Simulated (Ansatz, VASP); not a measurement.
ZnO in VASP and in Ansatz

```
CELL_PARAMETERS angstrom
3.24940 0.00000 0.00000
-1.62470 2.81406 0.00000
0.00000 0.00000 5.20380
ATOMIC_POSITIONS crystal
Zn 0.33333 0.66667 0.00000
Zn 0.66667 0.33333 0.50000
O 0.33333 0.66667 0.38210
O 0.66667 0.33333 0.88210
```

Alike in both runs: task single point; functional r2SCAN; k mesh 12 × 12 × 6; occupations gaussian, width 0.05 eV; no spin polarisation.

|  | VASP | Ansatz |
| --- | --- | --- |
| version | VASP 6.6.1 | Ansatz 0.2.0 |
| potentials or method | VASP PAW PBE potentials, release 64 (Zn, O), cutoff 520 eV | scalar-relativistic, plane waves, PAW |
| valence electrons in the cell | 36 | 36 |

VASP gave:

* gap on the k mesh at the Fermi level (eV): 1.23
* least direct gap on the mesh (eV): 1.23
* pressure (GPa): -0.1
* traceless stress, the component that is largest in VASP (GPa): 0.23
* rms of the force components (eV/Å): 0.011

**Question.** Estimate Ansatz's values.

**Answer.** gap on the k mesh at the Fermi level (eV): 1.23; least direct gap on the mesh (eV): 1.23; pressure (GPa): -1.1; traceless stress, the component that is largest in VASP (GPa): 0.15; rms of the force components (eV/Å): 0.018.

VASP's potentials were made for PBE, not for r2SCAN. Atom by atom the forces differ by 0.007 eV/Å (rms over components). The functional is the same, so the differences come from potentials, cutoffs and numerics.
